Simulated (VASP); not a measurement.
# ZrN (Fm-3m) in VASP: notebook, part 2 of 2

VASP 6.6.1.

### 4 Relaxation of cell and atoms, PBEsol

This run uses another cell than the first one, of 12.17 Å³/atom.

INCAR reads:

```
SYSTEM = ZrN
ALGO = Normal
EDIFF = 1E-7
EDIFFG = -0.02
ENCUT = 600
GGA = PS
GGA_COMPAT = .FALSE.
IBRION = 2
ISIF = 3
ISMEAR = -1
LASPH = .TRUE.
LCHARG = .FALSE.
LREAL = .FALSE.
LWAVE = .FALSE.
NELM = 120
NELMIN = 4
NSW = 80
PREC = Accurate
SIGMA = 0.15
```

KPOINTS reads:

```
k-points
0
G
  11 11 11
  0 0 0
```

POSCAR reads:

```
ZrN
1.0
    0.0000000000      2.3000000000      2.3000000000
    2.3000000000      0.0000000000      2.3000000000
    2.3000000000      2.3000000000      0.0000000000
Zr N
1 1
Direct
    0.5000000000      0.5000000000      0.5000000000
    0.0000000000      0.0000000000      0.0000000000
```

Command:

```
$ cat potpaw_PBE.64/Zr_sv/POTCAR potpaw_PBE.64/N/POTCAR > POTCAR
$ mpirun -np 1 vasp_std > vasp.out
```

Run time: 58 s. Hardware: 1 thread of AMD EPYC 7R13, shared host; peak memory 0.15 GiB.

The run converged. Its results:

| Item | Value |
| --- | --- |
| Free energy | -21.5763 eV |
| Relaxed volume | 11.82 Å³/atom |
| Relaxed cell | a = 3.221 Å, b = 3.221 Å, c = 3.221 Å, α = 60.00°, β = 60.00°, γ = 60.00° |
| Space group after relaxing (to 0.1 Å) | Fm-3m (No. 225) |
| Energy gained by relaxing | 8.4 meV/atom |
| Ionic steps | 3 |
| Pressure after relaxing | -0.1 GPa |
| Band gap on the k mesh | zero (an odd number of electrons rules out a gap without spin polarisation) |

Step by step:
```csv
step,energy change (eV),largest force (eV/Å),pressure (GPa),volume (Å³)
1,0.0000,0.0000,-7.42,24.33
2,0.0414,0.0000,16.00,22.40
3,-0.0168,0.0000,-0.13,23.64
```

Final structure:
```cif
data_structure
_symmetry_space_group_name_H-M 'P 1'
_symmetry_Int_Tables_number 1
_cell_length_a 3.2214
_cell_length_b 3.2214
_cell_length_c 3.2214
_cell_angle_alpha 60.000
_cell_angle_beta 60.000
_cell_angle_gamma 60.000
_cell_volume 23.64
loop_
_atom_site_label
_atom_site_type_symbol
_atom_site_fract_x
_atom_site_fract_y
_atom_site_fract_z
_atom_site_occupancy
Zr1 Zr 0.50000 0.50000 0.50000 1
N1 N 0.00000 0.00000 0.00000 1
```

Levels at points of the mesh, in eV from the Fermi level:
```
           k point  band 5  band 6  band 7  band 8  band 9  band 10  band 11  band 12
(0.00, 0.00, 0.00)  -16.26   -2.63   -2.63   -2.63   -0.40    -0.40    -0.40     1.64
```

Caveat: the PAW data sets were made with another functional, which shifts forces and pressure a little.

### 5 Relaxation of cell and atoms, PBE+D4

This run uses another cell than the first one, of 12.17 Å³/atom.

INCAR reads:

```
ALGO = Normal ; EDIFF = 1E-7
EDIFFG = -0.02 ; ENCUT = 600
GGA = PE ; GGA_COMPAT = False
IBRION = 2 ; ISIF = 3
ISMEAR = -1 ; IVDW = 13
LASPH = True ; LCHARG = False
LREAL = False ; LWAVE = False
NELM = 120 ; NELMIN = 4
NSW = 80 ; PREC = Accurate
SIGMA = 0.15
```

KPOINTS reads:

```
k-points
0
Gamma
  11 11 11
```

POSCAR is that of step 4.

Potentials or basis: VASP PAW PBE potentials, release 64 (Zr_sv, N).

Command:

```
$ cat potpaw_PBE.64/Zr_sv/POTCAR potpaw_PBE.64/N/POTCAR > POTCAR
$ mpirun -np 1 vasp_std > vasp.out
```

OUTCAR:

```text
EDIFF = 1E-7
   EDIFFG = -0.02
   ENCUT = 600
   GGA = PE
   IBRION = 2
   ISIF = 3
   ISMEAR = -1
   IVDW = 13
   LASPH = True
   LREAL = False
   NELM = 120
   NELMIN = 4
   NSW = 80
   PREC = Accurate

 ion  position               nearest neighbor table
   1  0.500  0.500  0.500-   2 2.30   2 2.30   2 2.30   2 2.30   2 2.30   2 2.30
   2  0.000  0.000  0.000-   1 2.30   1 2.30   1 2.30   1 2.30   1 2.30   1 2.30

  LATTYP: Found a face centered cubic cell.
 ALAT       =     4.6000000000

  Lattice vectors:

 A1 = (   0.0000000000,   2.3000000000,   2.3000000000)
 A2 = (   2.3000000000,   0.0000000000,   2.3000000000)
 A3 = (   2.3000000000,   2.3000000000,   0.0000000000)

Analysis of symmetry for initial positions (statically):
=====================================================================
 Subroutine PRICEL returns:
 Original cell was already a primitive cell.

 Routine SETGRP: Setting up the symmetry group for a
 face centered cubic supercell.

 Subroutine GETGRP returns: Found 48 space group operations
 (whereof 48 operations were pure point group operations)
 out of a pool of 48 trial point group operations.

The static configuration has the point symmetry O_h .

Analysis of symmetry for dynamics (positions and initial velocities):
=====================================================================
 Subroutine PRICEL returns:
 Original cell was already a primitive cell.

[... 153 lines left out ...]
  ---------------------------------------------------
  free energy    TOTEN  =       -20.39456718 eV

  energy without entropy =      -20.34180717  energy(sigma->0) =      -20.36818718

------------------------ aborting loop because EDIFF is reached ----------------------------------------

  DFT-D4 for vdW energy calculation

  Edisp (eV):   -0.55727
[... 71 lines left out ...]
--------------------------------------- Ionic step        3  -------------------------------------------

 number of electron      17.0000000 magnetization

 Free energy of the ion-electron system (eV)
  ---------------------------------------------------
  ext. energy  EPLUGINS =         0.00000000
  ---------------------------------------------------
  free energy    TOTEN  =       -20.38842857 eV

  energy without entropy =      -20.33674478  energy(sigma->0) =      -20.36258668

 E-fermi :  12.0870     XC(G=0): -12.5574

 val. band max:       12.0793009872   @ k =   0.4545   0.1818   0.0000
 cond. band min:      12.1902493441   @ k =  -0.4545   0.2727   0.0909
 fundamental gap:      0.1109483569
 Fermi energy:        12.0869900649

 k-point     1 :       0.0000    0.0000    0.0000
  band No.  band energies     occupation
      1     -37.4605      2.00000
      2     -15.0717      2.00000
      3     -15.0717      2.00000
      4     -15.0717      2.00000
      5      -4.2161      2.00000
      6       9.4300      2.00000
      7       9.4300      2.00000
      8       9.4300      2.00000
      9      11.6987      1.86022
     10      11.6987      1.86022
     11      11.6987      1.86022
     12      13.7091      0.00004
[... 331 lines left out ...]
 k-point    24 :      -0.1818    0.1818    0.0000
  band No.  band energies     occupation
      1     -37.3629      2.00000
      2     -15.7531      2.00000
      3     -15.3110      2.00000
      4     -15.1078      2.00000
      5      -2.9417      2.00000
      6       5.9558      2.00000
      7       6.9758      2.00000
      8       7.8254      2.00000
      9      12.9145      0.00801
     10      12.9436      0.00660
     11      14.7707      0.00000
     12      15.2970      0.00000

 [... further k-points ...]

------------------------ aborting loop because EDIFF is reached ----------------------------------------

  DFT-D4 for vdW energy calculation

  Edisp (eV):   -0.57111
[... 25 lines left out ...]
  FREE ENERGIE OF THE ION-ELECTRON SYSTEM (eV)
  ---------------------------------------------------
  free  energy   TOTEN  =       -20.9595371858 eV

  energy  without entropy=      -20.9078533910  energy(sigma->0) =      -20.93369529

 reached required accuracy - stopping structural energy minimisation
```

It took 61 s on 1 thread of AMD EPYC 7R13, shared host; peak memory 0.15 GiB.

What came out:

- Free energy: -20.9595 eV
- Relaxed volume: 11.93 Å³/atom
- Relaxed cell: a = 3.231 Å, b = 3.231 Å, c = 3.231 Å, α = 60.00°, β = 60.00°, γ = 60.00°
- Space group after relaxing (to 0.1 Å): Fm-3m (No. 225)
- Energy gained by relaxing: 3.9 meV/atom
- Ionic steps: 3
- Pressure after relaxing: -0.1 GPa
- Band gap on the k mesh: zero (an odd number of electrons rules out a gap without spin polarisation)
- Dispersion energy per atom: -0.286 eV

The path:
| step | energy change (eV) | largest force (eV/Å) | pressure (GPa) | volume (Å³) |
| --- | --- | --- | --- | --- |
| 1 | 0.0000 | 0.0000 | -4.96 | 24.33 |
| 2 | 0.0160 | 0.0000 | 9.62 | 23.03 |
| 3 | -0.0077 | 0.0000 | -0.05 | 23.85 |

Final structure:
```cif
data_structure
_symmetry_space_group_name_H-M 'P 1'
_symmetry_Int_Tables_number 1
_cell_length_a 3.2310
_cell_length_b 3.2310
_cell_length_c 3.2310
_cell_angle_alpha 60.000
_cell_angle_beta 60.000
_cell_angle_gamma 60.000
_cell_volume 23.85
loop_
_atom_site_label
_atom_site_type_symbol
_atom_site_fract_x
_atom_site_fract_y
_atom_site_fract_z
_atom_site_occupancy
Zr1 Zr 0.50000 0.50000 0.50000 1
N1 N 0.00000 0.00000 0.00000 1
```

Levels at points of the mesh, in eV from the Fermi level:
| k point | band 5 | band 6 | band 7 | band 8 | band 9 | band 10 | band 11 | band 12 |
| --- | --- | --- | --- | --- | --- | --- | --- | --- |
| (0.00, 0.00, 0.00) | -16.30 | -2.66 | -2.66 | -2.66 | -0.39 | -0.39 | -0.39 | 1.62 |

### 6 The runs side by side

| task | level | cell | gap on the mesh (eV) | pressure (GPa) | relaxed volume (Å³/atom) |
| --- | --- | --- | --- | --- | --- |
| single point | PBE+D4 | a = 3.230 Å, angles 60.0°, 2 atoms | none | 0.1 | - |
| relaxation of cell and atoms | PBE+D3(BJ) | relaxed from a = 3.253 Å, angles 60.0°, 2 atoms | none | -0.1 | 11.87 |
| relaxation of cell and atoms | PBEsol | relaxed from a = 3.253 Å, angles 60.0°, 2 atoms | none | -0.1 | 11.82 |
| relaxation of cell and atoms | PBE+D4 | relaxed from a = 3.253 Å, angles 60.0°, 2 atoms | none | -0.1 | 11.93 |

Alike in all rows: potentials or basis VASP PAW PBE potentials, release 64 (Zr_sv, N); no spin polarisation; k mesh 11 × 11 × 11; cutoff (eV) 600; smearing fermi-dirac 0.15 eV.

Caveats: the PAW data sets were made with another functional, which shifts forces and pressure a little (at least some runs).

Absolute energies hang on the potentials; compare differences alone.

The gap in the log of VASP goes by the Fermi energy; the results here count the filled bands.